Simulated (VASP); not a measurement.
Runs of VASP 6.6.1 on GaP. The structure is cubic, space group F-43m (No. 216). Conventional cell: a = 5.451 Å, b = 5.451 Å, c = 5.451 Å, α = 90.00°, β = 90.00°, γ = 90.00°. Within 3.1 Å of Ga (site symmetry -43m) lie 4 P at 2.36 Å. Within 3.1 Å of P (site symmetry -43m) lie 4 Ga at 2.36 Å. 

```csv
level,potentials or basis,k mesh,grid for exact exchange (PRECFOCK),share of exact exchange,screening parameter,gap on the mesh (eV),pressure (GPa)
PBE,"VASP PAW PBE potentials, release 64 (Ga_d, P)",6 × 6 × 6,-,-,-,1.65,2.5
HSE06,"VASP PAW PBE potentials, release 64 (Ga_d, P)",4 × 4 × 4,Normal,0.25,0.2079 1/Å,2.31,(a)
PBE,"VASP PAW PBE potentials, release 64 (Ga_d, P)",4 × 4 × 4,-,-,-,1.63,2.8
r2SCAN,"VASP PAW PBE potentials, release 64 (Ga_d, P)",4 × 4 × 4,-,-,-,(b),0.4
LDA,"VASP PAW LDA potentials, release 64 (Ga_d, P)",4 × 4 × 4,-,-,-,1.46,-2.3
```

Alike in all rows: task single point; no spin polarisation; cell as given; cutoff (eV) 520; smearing gaussian 0.01 eV.

Task: Estimate the missing entries.

Result: (a) 1.0; (b) 1.88.

Caveats: some runs use coarse meshes; the PAW data sets were made with another functional, which shifts forces and pressure a little (at least some runs).

A k mesh can miss the band edges, and the runs leave out spin-orbit coupling on Ga.
